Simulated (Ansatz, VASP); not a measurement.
# Two plane-wave programs on Li3Si2N

```
Li Si N
1.0
     2.42611    1.40072    3.80456
    -2.42611    1.40072    3.80456
     0.00000   -2.80143    3.80456
Li Si N
3 2 1
Cartesian
  0.0000 1.4007 3.8046
  -1.2131 -0.7004 3.8046
  1.2131 -0.7004 3.8046
  0.0000 0.0000 2.3669
  0.0000 0.0000 9.0467
  0.0000 0.0000 0.0000
```

Alike in both runs: task relaxation of cell and atoms; functional PBE; k mesh 6 × 6 × 6; occupations gaussian, width 0.1 eV; no spin polarisation.

|  | VASP | Ansatz |
| --- | --- | --- |
| version | VASP 6.6.1 | Ansatz 0.2.0 |
| potentials or method | VASP PAW PBE potentials, release 64 (Li_sv, Si, N), cutoff 600 eV | scalar-relativistic, plane waves, PAW |
| valence electrons in the cell | 22 | 22 |

|  | VASP | Ansatz | Ansatz less VASP |
| --- | --- | --- | --- |
| gap on the k mesh at the Fermi level, each at its own relaxed structure (eV) | none | none | - |
| relaxed volume (Å³/atom) | 12.84 | 12.98 | +0.140 |
| relaxed cell length with the largest relative difference (Å) | 4.784 | 4.792 | +0.0083 |

A gap of «none» marks a metal or a gap that the smearing closes.

Noted on VASP's run: the cutoff is short for stress, so the pressure is rough.
